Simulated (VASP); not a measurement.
Write the native input for VASP 6.6.1 that does the following.

```
Task                               : single point
Functional                         : PBE-based screened hybrid with 25 % exact exchange
Potentials or basis                : VASP PAW PBE potentials, release 64 (Zn, S)
Cutoff                             : 520 eV
k mesh                             : 5 × 5 × 3
Occupations                        : fermi-dirac, width 0.05 eV
Spin                               : no spin polarisation
Dipole correction                  : no
Grid for exact exchange (PRECFOCK) : Normal
Share of exact exchange            : 0.25
Further INCAR settings             : ALGO = Normal; EDIFF = 1e-07; NBANDS = 26
Screening parameter                : 0.20787 1/Å
```

ZnS:

```
Zn S
1.0
     3.81100    0.00000    0.00000
    -1.90550    3.30042    0.00000
     0.00000    0.00000    6.23400
Zn S
2 2
Direct
  0.66667 0.33333 0.50000
  0.33333 0.66667 0.00000
  0.66667 0.33333 0.88500
  0.33333 0.66667 0.38500
```

These files were run (other wordings do the same):

POSCAR

```
ZnS
1.0
    3.8110000000      0.0000000000      0.0000000000
   -1.9055000000      3.3004228138      0.0000000000
    0.0000000000      0.0000000000      6.2340000000
Zn S
2 2
Direct
    0.6666666667      0.3333333333      0.5000000000
    0.3333333333      0.6666666667      0.0000000000
    0.6666666667      0.3333333333      0.8850000000
    0.3333333333      0.6666666667      0.3850000000
```

INCAR.step1

```
PREC = Accurate
ENCUT = 520
EDIFF = 1E-5
ISMEAR = -1
SIGMA = 0.05
LREAL = F
LASPH = T
NELM = 80
ALGO = Normal
ISIF = 2
LWAVE = T
LCHARG = F
NBANDS = 26
GGA = PE
```

INCAR.step2

```
PREC = Accurate
ENCUT = 520
EDIFF = 1E-7
ISMEAR = -1
SIGMA = 0.05
LREAL = F
LASPH = T
NELM = 80
ALGO = Normal
ISIF = 2
LWAVE = F
LCHARG = F
GGA = PE
LHFCALC = T
AEXX = 0.25
HFSCREEN = 0.2078699
PRECFOCK = Normal
NBANDS = 26
ISTART = 1
```

KPOINTS

```
Automatic mesh
0
Gamma
  5 5 3
```

Potentials or basis: VASP PAW PBE potentials, release 64 (Zn, S).

Command:

```console
$ cat potpaw_PBE.64/Zn/POTCAR potpaw_PBE.64/S/POTCAR > POTCAR
$ cp INCAR.step1 INCAR
$ mpirun -np 1 vasp_std > vasp.out
$ cp INCAR.step2 INCAR
$ mpirun -np 1 vasp_std > vasp.out
```

It gave:

| Item | Value |
| --- | --- |
| Pressure | 1.7 GPa |
| Largest force | 0.330 eV/Å |
| Band gap on the k mesh | 3.46 eV |

Caveat: the PAW data sets were made with another functional, which shifts forces and pressure a little.

Wall time 69 min on 1 thread of AMD EPYC 7R43 64-Core Processor (Zen 3) (shared host), peak memory 0.29 GiB.
